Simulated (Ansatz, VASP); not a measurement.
# One calculation of TaAs, two programs

```xyz
4
Lattice="-1.7218 1.7218 5.8679 1.7218 -1.7218 5.8679 1.7218 1.7218 -5.8679" Properties=species:S:1:pos:R:3 pbc="T T T"
Ta    0.0000    0.0000    5.8676
Ta    1.7218    0.0000    2.9336
As    0.0000    0.0000    0.9698
As    0.0000    1.7218    3.9037
```

Alike in both runs: functional PBEsol; k mesh 11 × 11 × 11; occupations fermi-dirac, width 0.05 eV; no spin polarisation; Hubbard terms Ta d U = 5.0 eV.

```csv
,VASP,Ansatz
version,VASP 6.6.1,Ansatz 0.2.0
potentials or method,"VASP PAW PBE potentials, release 64 (Ta_sv_GW, As_d)",Ansatz PAW
plane-wave cutoff (eV),600,420
valence electrons in the cell,56,56
task,single point,band structure
```

|  | VASP | Ansatz | Ansatz less VASP |
| --- | --- | --- | --- |
| gap on the k mesh at the Fermi level (eV) | none | none | - |
| pressure (GPa) | 4.6 | -0.9 | -5.55 |
| traceless stress, the component that is largest in VASP (GPa) | -0.88 | -0.18 | +0.698 |
| rms of the force components (eV/Å) | 0.013 | 0.002 | -0.0114 |

VASP's potentials were made for PBE, not for PBEsol. The programs project onto different local orbitals, so the same U acts differently, and such runs can settle in different states. Atom by atom the forces differ by 0.011 eV/Å (rms over components). A gap of «none» marks a metal or a gap that the smearing closes.

Spin-orbit coupling is off throughout.
